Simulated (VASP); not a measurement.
Input of a VASP 6.6.1 run:

File INCAR:

```
ALGO = Normal
EDIFF = 1E-7
EDIFFG = -0.005
ENCUT = 600
GGA = PE
IBRION = 2
ISIF = 4
ISMEAR = -1
LASPH = T
LCHARG = F
LREAL = F
LWAVE = F
NELM = 60
NSW = 50
PREC = Accurate
SIGMA = 0.05
```

File KPOINTS:

```
k-points
0
Gamma
  12 12 6
```

File POSCAR:

```
Na
1.0
    3.1522829930      0.0000000000      0.0000000000
   -1.5761414965      2.7299571519      0.0000000000
    0.0000000000      0.0000000000      5.1704846812
Na
2
Direct
    0.3333333333      0.6666666667      0.2500000000
    0.6666666667      0.3333333333      0.7500000000
```

Potentials or basis: VASP PAW PBE potentials, release 64 (Na_pv).

Run with:

```bash
$ cat potpaw_PBE.64/Na_pv/POTCAR > POTCAR
$ mpirun -np 1 vasp_std > vasp.out
```

(1) What does it give for the band gap on the k mesh?

Answers

(1) zero (band 7 reaches 5.05 eV, above the bottom of band 8 at -0.77 eV).
